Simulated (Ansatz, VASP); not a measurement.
## AgBr: VASP beside Ansatz

```
CELL_PARAMETERS angstrom
0.00000 2.94458 2.94458
2.94458 0.00000 2.94458
2.94458 2.94458 0.00000
ATOMIC_POSITIONS crystal
Ag 0.00000 0.00000 0.00000
Br 0.50000 0.50000 0.50000
```

Change from the starting cell: volume scaled by 1.025.

Alike in both runs: task single point; functional PBE; k mesh 13 × 13 × 13; occupations fermi-dirac, width 0.03 eV; no spin polarisation.

|  | VASP | Ansatz |
| --- | --- | --- |
| version | VASP 6.6.1 | Ansatz 0.2.0 |
| potentials or method | VASP PAW PBE potentials, release 64 (Ag, Br), cutoff 500 eV | all-electron LAPW, scalar-relativistic |

```tsv
	VASP	Ansatz	Ansatz less VASP
pressure (GPa)	-0.9	-0.9	+0.03
```

Ansatz ran all-electron here, and VASP with PAW potentials.
